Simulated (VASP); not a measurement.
Runs of VASP 6.6.1 on Ge. The structure is that of space group Fd-3m (No. 227), or close to it. The cells are those of the table. 

| cell | gap on the mesh (eV) | pressure (GPa) |
| --- | --- | --- |
| a = 3.932, b = 3.932, c = 5.759 Å, 4 atoms | 1.03 | (a) |
| a = 4.052, b = 4.052, c = 5.637 Å, 4 atoms | 0.88 | -0.8 |
| a = 3.932, b = 3.932, c = 5.765 Å, 4 atoms | 1.03 | 2.0 |
| a = 3.972, b = 3.972, c = 5.720 Å, 4 atoms | (b) | 1.0 |

Alike in all rows: task single point; level r2SCAN; potentials or basis VASP PAW PBE potentials, release 64 (Ge_d); no spin polarisation; k mesh 8 × 8 × 6, shifted; cutoff (eV) 520; smearing gaussian 0.01 eV.

Problem. Fill in the values left out.

Solution. (a) 2.1; (b) 1.04.

Caveats: the PAW data sets were made with another functional, which shifts forces and pressure a little; a shifted mesh leaves out Γ, where band edges can lie.

A k mesh can miss the band edges, and the runs leave out spin-orbit coupling on Ge.
